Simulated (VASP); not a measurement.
# BN (F-43m) in VASP: G0W0 quasiparticle levels with PBEsol

Aim: the G0W0 quasiparticle levels of BN with PBEsol.

Everything below comes from runs of VASP 6.6.1. Logs are shortened: lines on timing, memory, paths and dates and some standing lists are left out, and cuts for length are marked.

## Step 1: The cell of the first run

Symmetry: F-43m, No. 216, cubic system. Conventional cell: a = 3.569 Å, b = 3.569 Å, c = 3.569 Å, α = 90.00°, β = 90.00°, γ = 90.00°. Within 2.1 Å of B (site symmetry -43m) lie 4 N at 1.55 Å. Within 2.1 Å of N (site symmetry -43m) lie 4 B at 1.55 Å.

## Step 2: G0W0 quasiparticle levels, PBEsol

File POSCAR:

```
BN
1.0
    0.0000000000      1.7845230034      1.7845230034
    1.7845230034      0.0000000000      1.7845230034
    1.7845230034      1.7845230034      0.0000000000
B N
1 1
Direct
    0.0000000000      0.0000000000      0.0000000000
    0.2500000000      0.2500000000      0.2500000000
```

File INCAR.step1:

```
PREC = Accurate ; ENCUT = 500
EDIFF = 1E-8 ; ISMEAR = 0
SIGMA = 0.01 ; LREAL = F
LASPH = T ; NELM = 100
ALGO = Normal ; LWAVE = T
LCHARG = F ; GGA = PS
```

File INCAR.step2:

```
PREC = Accurate ; ENCUT = 500
EDIFF = 1E-8 ; ISMEAR = 0
SIGMA = 0.01 ; LREAL = F
LASPH = T ; NELM = 1
ALGO = Exact ; LWAVE = T
LCHARG = F ; GGA = PS
NBANDS = 34 ; LOPTICS = T
ISTART = 1
```

File INCAR.step3:

```
PREC = Accurate ; ENCUT = 500
EDIFF = 1E-8 ; ISMEAR = 0
SIGMA = 0.01 ; LREAL = F
LASPH = T ; ALGO = EVGW0
LWAVE = F ; LCHARG = F
GGA = PS ; NELMGW = 1
NBANDS = 34 ; ENCUTGW = 100.0
NOMEGA = 48 ; PRECFOCK = Fast
ISTART = 1 ; NBANDSGW = 12
```

File KPOINTS:

```
Automatic mesh
0
Gamma
  6 6 6
```

Potentials or basis: VASP PAW PBE potentials, release 64 (B_GW, N_GW).

Launch:

```console
$ cat potpaw_PBE.64/B_GW/POTCAR potpaw_PBE.64/N_GW/POTCAR > POTCAR
$ cp INCAR.step1 INCAR
$ mpirun -np 1 vasp_std > vasp.out
$ cp INCAR.step2 INCAR
$ mpirun -np 1 vasp_std > vasp.out
$ cp INCAR.step3 INCAR
$ mpirun -np 1 vasp_std > vasp.out
```

OUTCAR:

```text
PREC = Accurate
   ENCUT = 500
   EDIFF = 1E-8
   ISMEAR = 0
   LREAL = F
   LASPH = T
   GGA = PS
   NELMGW = 1
   ENCUTGW = 100.0
   PRECFOCK = Fast
   ISTART = 1

 ion  position               nearest neighbor table
   1  0.000  0.000  0.000-   2 1.55   2 1.55   2 1.55   2 1.55
   2  0.250  0.250  0.250-   1 1.55   1 1.55   1 1.55   1 1.55

  LATTYP: Found a face centered cubic cell.
 ALAT       =     3.5690460068

  Lattice vectors:

 A1 = (   0.0000000000,   1.7845230034,   1.7845230034)
 A2 = (   1.7845230034,   0.0000000000,   1.7845230034)
 A3 = (   1.7845230034,   1.7845230034,   0.0000000000)

Analysis of symmetry for initial positions (statically):
=====================================================================
 Subroutine PRICEL returns:
 Original cell was already a primitive cell.

 Routine SETGRP: Setting up the symmetry group for a
 face centered cubic supercell.

 Subroutine GETGRP returns: Found 24 space group operations
 (whereof 24 operations were pure point group operations)
 out of a pool of 48 trial point group operations.

The static configuration has the point symmetry T_d .

Analysis of symmetry for dynamics (positions and initial velocities):
=====================================================================
 Subroutine PRICEL returns:
 Original cell was already a primitive cell.

 Routine SETGRP: Setting up the symmetry group for a
 face centered cubic supercell.

 Subroutine GETGRP returns: Found 24 space group operations
 (whereof 24 operations were pure point group operations)
 out of a pool of 48 trial point group operations.

The dynamic configuration has the point symmetry T_d .

 Subroutine INISYM returns: Found 24 space group operations
 (whereof 24 operations are pure point group operations),
 and found     1 'primitive' translations

----------------------------------------------------------------------------------------

                                     Primitive cell

  volume of cell :      11.3657

  direct lattice vectors                    reciprocal lattice vectors
     0.000000000  1.784523003  1.784523003    -0.280186918  0.280186918  0.280186918
     1.784523003  0.000000000  1.784523003     0.280186918 -0.280186918  0.280186918
     1.784523003  1.784523003  0.000000000     0.280186918  0.280186918 -0.280186918

  length of vectors
     2.523696634  2.523696634  2.523696634     0.485297977  0.485297977  0.485297977

  position of ions in fractional coordinates (direct lattice)
     0.000000000  0.000000000  0.000000000
     0.250000000  0.250000000  0.250000000

  ion indices of the primitive-cell ions
   primitive index   ion index
                 1           1
                 2           2

----------------------------------------------------------------------------------------

 KPOINTS: Automatic mesh

Automatic generation of k-mesh.
 Grid dimensions read from file:
 generate k-points for:    6    6    6

 Generating k-lattice:

  Cartesian coordinates                     Fractional coordinates (reciprocal lattice)
    -0.046697820  0.046697820  0.046697820     0.166666667  0.000000000  0.000000000
     0.046697820 -0.046697820  0.046697820     0.000000000  0.166666667  0.000000000
     0.046697820  0.046697820 -0.046697820     0.000000000  0.000000000  0.166666667

  Length of vectors
     0.080882996  0.080882996  0.080882996

  Shift w.r.t. Gamma in fractional coordinates (k-lattice)
     0.000000000  0.000000000  0.000000000

 Subroutine IBZKPT returns following result:
 ===========================================

 Found     16 irreducible k-points:

 Following reciprocal coordinates:
            Coordinates               Weight
  0.000000  0.000000  0.000000      1.000000
  0.166667  0.000000  0.000000      8.000000
  0.333333  0.000000  0.000000      8.000000
  0.500000  0.000000  0.000000      4.000000
  0.166667  0.166667  0.000000      6.000000
  0.333333  0.166667  0.000000     24.000000
[... 8 lines left out ...]
 -0.333333  0.333333  0.166667     24.000000
 -0.333333  0.500000  0.166667     12.000000
   k-points           NKPTS =     16   k-points in BZ     NKDIM =    216   number of bands    NBANDS=     34
   number of dos      NEDOS =    301   number of ions     NIONS =      2
   total plane-waves  NPLWV =   5832
   dimension x,y,z NGX =    18 NGY =   18 NGZ =   18
   dimension x,y,z NGXF=    36 NGYF=   36 NGZF=   36
   ions per type =               1   1
   NGX,Y,Z   is equivalent  to a cutoff of  11.86, 11.86, 11.86 a.u.
   NGXF,Y,Z  is equivalent  to a cutoff of  23.71, 23.71, 23.71 a.u.
 SYSTEM =  unknown system
   PREC   = accura    normal or accurate (medium, high low for compatibility)
   ISTART =      1    job   : 0-new  1-cont  2-samecut
   ICHARG =      0    charge: 1-file 2-atom 10-const
   ISPIN  =      1    spin polarized calculation?
   LNONCOLLINEAR =      F non collinear calculations
   LSORBIT =      F    spin-orbit coupling
   LASPH  =      T    aspherical Exc in radial PAW
   ENCUT  =  500.0 eV  36.75 Ry    6.06 a.u.   4.60  4.60  4.60*2*pi/ulx,y,z
   NELM   =     60;   NELMIN=  2; NELMDL=  0     # of ELM steps
   EDIFF  = 0.1E-07   stopping-criterion for ELM
   LREAL  =      F    real-space projection
   EDIFFG = 0.1E-06   stopping-criterion for IOM
   NSW    =      0    number of steps for IOM
   IBRION =     -1    ionic relax: 0-MD 1-quasi-New 2-CG
   NFREE  =      0    steps in history (QN), initial steepest desc. (CG)
   ISIF   =      0    stress and relaxation
   ISYM   =      3    0-nonsym 1-usesym 2-fastsym
   POTIM  = 0.5000    time-step for ionic-motion
   TEBEG  =    0.0;   TEEND  =   0.0 temperature during run
   PSTRESS=    0.0 pullay stress
   NELECT =       8.0000    total number of electrons
   NUPDOWN=      -1.0000    fix difference up-down
   EMIN   =  10.00;   EMAX   =-10.00  energy-range for DOS
   EFERMI =   0.00;   METHOD = LEGACY
   ISMEAR =     0;   SIGMA  =   0.01  broadening in eV -4-tet -1-fermi 0-gaus
   EFERMI_NEDOS =   21; number of points for ismear=-14 and -15
   IALGO  =     38    algorithm
   IMIX   =      4    mixing-type and parameters
     AMIX     =   0.40;   BMIX     =  1.00
     AMIX_MAG =   1.60;   BMIX_MAG =  1.00
  volume/ion in A,a.u.               =       5.68        38.35
  Fermi-wavevector in a.u.,A,eV,Ry     =   1.456261  2.751935 28.853839  2.120697
  Thomas-Fermi vector in A             =   2.573200
   LORBIT       =      0    0 simple, 1 ext, 2 COOP (PROOUT), +10 PAW based schemes
   GGA     = PS    functional components
   LHFCALC =     T    Hartree Fock is set to
   PRECFOCK=fast      Normal, Fast or Accurate (Low or Medium for compatibility)
   ENCUT4O =  -1.0   cutoff for four orbital integrals eV
   NKREDX  =     1    reduce k-point grid by
   NKREDY  =     1    reduce k-point grid by
   NKREDZ  =     1    reduce k-point grid by
   AEXX    =    1.0000 exact exchange contribution
   HFSCREEN=    0.0000 screening length (either q_TF or 0.3 A-1)
   HFSCREENC=   0.0000 screening length for correlation (either q_TF or 0.3 A-1)
   ENCUTFOCK=  -1.0 apply spherical cutoff to Coloumb kernel
   IVDW    =     0    specifies the selected vdW correction
   LEPSILON=     F    determine dielectric tensor
   LRPA    =     F    only Hartree local field effects (RPA)
   LRPAFORCE           =     F    calculate RPA forces
   ENCUTGW             = 100.0    cutoff for response function in eV
   ENCUTGWSOFT         =  80.0    soft cutoff for Coulomb kernel in GW response function in eV
   ENCUTLF             =  -1.0    cutoff for local field effects
   NELMGW              =     1    number of iterations in solving QP/BSE equation
   NELMHF              =     1    number of iterations in the inner HF iteration
   NKREDLFX            =     1    NKREDLFY  =   1   NKREDLFZ  =   1
 non-spin polarized calculation
 Gauss-broadening in eV      SIGMA  =   0.01
  energy-cutoff  :      500.00
  volume of cell :       11.37
 maximum number of plane-waves:       302
  NGX = 12; NGY = 12; NGZ = 12
   NGX =  9   NGY =  9   NGZ =  9
 maximum number of plane-waves:        30
 NGX is ok and might be reduce to    10

 QP shifts <psi_nk| G(iteration)W_0 |psi_nk>: iteration 1
 for sc-GW calculations column KS-energies equals QP-energies in previous step
 and V_xc(KS)=  KS-energies - (<T + V_ion + V_H > + <T+V_H+V_ion>^1  + <V_x>^1)

 k-point   1 :       0.0000    0.0000    0.0000
  band No.  KS-energies  QP-energies   sigma(KS)   V_xc(KS)     V^pw_x(r,r')   Z            occupation Imag(sigma)

      1     -12.7973     -14.5995     -17.8609     -15.5329     -26.6225       0.7742       2.0000       1.4583
      2       7.9050       7.4190     -18.9057     -18.3200     -21.9971       0.8297       2.0000       0.0897
      3       7.9050       7.4190     -18.9057     -18.3200     -21.9971       0.8297       2.0000       0.0897
      4       7.9050       7.4190     -18.9057     -18.3200     -21.9971       0.8297       2.0000       0.0897
      5      16.8485      18.4683     -12.0535     -13.9897      -7.1223       0.8366       0.0000      -0.1118
      6      16.8485      18.4683     -12.0535     -13.9897      -7.1223       0.8366       0.0000      -0.1118
      7      16.8485      18.4683     -12.0535     -13.9897      -7.1223       0.8366       0.0000      -0.1118
      8      18.7998      20.2059     -13.8508     -15.5677      -8.3500       0.8190       0.0000      -0.1413
      9      33.1428      34.0708     -10.7035     -11.8690      -3.3556       0.7963       0.0000      -0.6089
     10      36.0879      37.7039     -11.6791     -13.6036      -5.5693       0.8396       0.0000      -0.5685
     11      36.0879      37.7039     -11.6791     -13.6036      -5.5693       0.8396       0.0000      -0.5685
     12      36.5043      37.6347     -10.2304     -11.5906      -3.1361       0.8311       0.0000      -0.9069

 k-point   2 :       0.1667    0.0000    0.0000
  band No.  KS-energies  QP-energies   sigma(KS)   V_xc(KS)     V^pw_x(r,r')   Z            occupation Imag(sigma)
[... 225 lines left out ...]
      1      -6.6532      -8.0610     -19.2757     -17.4125     -26.9417       0.7556       2.0000       0.6636
      2      -0.5666      -1.9329     -17.3160     -15.5770     -22.2373       0.7858       2.0000       0.2149
      3       1.4184       0.3584     -16.7658     -15.4509     -20.7703       0.8061       2.0000       0.1527
      4       1.4253       0.2870     -17.3586     -15.9401     -21.6380       0.8025       2.0000       0.1607
      5      15.6676      16.9846     -12.6402     -14.2107      -8.0161       0.8386       0.0000      -0.1084
      6      20.1033      21.5277     -11.9050     -13.6139      -6.6221       0.8336       0.0000      -0.1312
      7      23.4388      25.3238     -12.9889     -15.3543      -6.4873       0.7969       0.0000      -0.2286
      8      25.2018      27.2192     -13.2898     -15.8467      -6.6177       0.7890       0.0000      -0.2566
      9      27.9471      30.0149     -13.9287     -16.5757      -6.8852       0.7812       0.0000      -0.3511
     10      34.4405      36.3015     -11.8604     -14.1815      -4.2855       0.8018       0.0000      -0.7654
     11      38.5274      40.0455     -11.4424     -13.2765      -4.2747       0.8277       0.0000      -0.9926
     12      41.8610      43.5721     -11.1928     -13.2641      -3.8929       0.8261       0.0000      -1.1098
```

Run time: 63 s. Hardware: 1 thread of Intel Xeon 8259CL, shared host; peak memory 0.18 GiB.

What came out:

```yaml
Quasiparticle_gap: 5.80 eV
Least_direct_quasiparticle_gap: 11.05 eV
Band_gap_of_the_starting_levels_on_the_mesh: 4.32 eV
Least_direct_gap_of_the_starting_levels_on_the_mesh: 8.94 eV
```

Caveat: the k points lie up to 0.51 Å⁻¹ apart; bands, screening cutoff and mesh are small and nothing is extrapolated, so the quasiparticle values aren't converged.
